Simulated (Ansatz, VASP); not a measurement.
One calculation of NaC2, two programs

INCAR

```
PREC = Accurate
ENCUT = 600
EDIFF = 1E-6
ISMEAR = 0
SIGMA = 0.1
LREAL = False
LASPH = True
NELM = 100
ALGO = Normal
ISIF = 3
LWAVE = False
LCHARG = False
GGA = PE
IBRION = 2
NSW = 100
EDIFFG = -0.01
```

KPOINTS

```
regular mesh
0
Gamma
  8 8 8
```

Contents of POSCAR:

```
NaC2
1.0
    4.4989624798      0.0000000000      0.0000000000
    0.0000000000      4.4989624798      0.0000000000
    0.0000000000      0.0000000000      5.2439590613
Na C
2 4
Direct
    0.0000000000      0.0000000000      0.0000000000
    0.5000000000      0.5000000000      0.5000000000
    0.4004532878      0.4004532878      0.0000000000
    0.0995467122      0.9004532878      0.5000000000
    0.5995467122      0.5995467122      0.0000000000
    0.9004532878      0.0995467122      0.5000000000
```

Input for Ansatz:

```yaml
crystal:
  lattice:
    - [4.4989624798, 0.0, 0.0]
    - [0.0, 4.4989624798, 0.0]
    - [0.0, 0.0, 5.2439590613]
  atoms:
    - { symbol: Na, position: [0.0, 0.0, 0.0] }
    - { symbol: Na, position: [0.5, 0.5, 0.5] }
    - { symbol: C, position: [0.4004532878, 0.4004532878, 0.0] }
    - { symbol: C, position: [0.0995467122, 0.9004532878, 0.5] }
    - { symbol: C, position: [0.5995467122, 0.5995467122, 0.0] }
    - { symbol: C, position: [0.9004532878, 0.0995467122, 0.5] }
basis:
  ecutwfc: 420
kpoints:
  mp_grid: { grid: [8, 8, 8] }
hamiltonian:
  xc: pbe
scf:
  occupations: { method: gaussian, width: 0.1 }
output:
  forces: true
  stress: true
  eigenvalues: true
relax:
  adjacent_minimum: "off"
  f_tol: 0.01
  max_steps: 80
  cell: { stress_tol: 0.05 }
```

Alike in both runs: task relaxation of cell and atoms; functional PBE; k mesh 8 × 8 × 8; occupations gaussian, width 0.1 eV; no spin polarisation.

```csv
,VASP,Ansatz
version,VASP 6.6.1,Ansatz 0.2.0
potentials or method,"VASP PAW PBE potentials, release 64 (Na_pv, C), cutoff 600 eV","scalar-relativistic, plane waves, PAW"
valence electrons in the cell,30,34
```

|  | VASP | Ansatz | Ansatz less VASP |
| --- | --- | --- | --- |
| gap on the k mesh at the Fermi level, each at its own relaxed structure (eV) | none | none | - |
| relaxed volume (Å³/atom) | 17.67 | 17.67 | -0.001 |
| relaxed length of the cell vector where the two differ most in proportion (Å) | 5.241 | 5.240 | -0.0007 |

A gap of «none» marks a metal or a gap that the smearing closes. VASP's potentials hold 30 valence electrons a cell and Ansatz's 34, so a difference there can come from the potentials and not from the codes.
